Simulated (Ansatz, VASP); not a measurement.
## One calculation of Cu16CO, two programs

```xyz
18
Lattice="5.0394 0.0000 0.0000 0.0000 5.0394 0.0000 0.0000 0.0000 24.4951" Properties=species:S:1:pos:R:3 pbc="T T T"
Cu    1.2598    1.2598    8.0000
Cu    1.2598    3.7795    8.0000
Cu    3.7795    1.2598    8.0000
Cu    3.7795    3.7795    8.0000
Cu    2.5197    2.5197    9.7817
Cu    2.5197    0.0000    9.7817
Cu    0.0000    2.5197    9.7817
Cu    0.0000    0.0000    9.7817
Cu    3.7892    3.7892   11.5941
Cu    3.7892    1.2501   11.5941
Cu    1.2501    3.7892   11.5941
Cu    1.2501    1.2501   11.5941
Cu    0.0000    0.0000   13.4632
Cu    0.0000    2.5197   13.3543
Cu    2.5197    0.0000   13.3543
Cu    2.5197    2.5197   13.3188
C     0.0000    0.0000   15.2983
O     0.0000    0.0000   16.4481
```

Alike in both runs: task single point; functional PBE; dispersion D3(BJ); k mesh 4 × 4 × 1; occupations gaussian, width 0.1 eV; no spin polarisation.

|  | VASP | Ansatz |
| --- | --- | --- |
| version | VASP 6.6.1 | Ansatz 0.2.0 |
| potentials or method | VASP PAW PBE potentials, release 64 (Cu, C, O), cutoff 520 eV | scalar-relativistic, plane waves, PAW |
| valence electrons in the cell | 186 | 314 |

Ansatz gave:

- gap on the k mesh at the Fermi level (eV): none
- rms of the force components (eV/Å): 0.032

**Question.** Estimate VASP's values.

**Answer.** gap on the k mesh at the Fermi level (eV): none; rms of the force components (eV/Å): 0.156.

Atom by atom the forces differ by 0.159 eV/Å (rms over components). A gap of «none» marks a metal or a gap that the smearing closes. One of these differences is far larger than is usual between the two programs; its cause wasn't traced. VASP's potentials hold 186 valence electrons a cell and Ansatz's 314, so a difference there can come from the potentials and not from the codes.

Noted on VASP's run: the standard files for N, O and F lose accuracy on very short bonds.
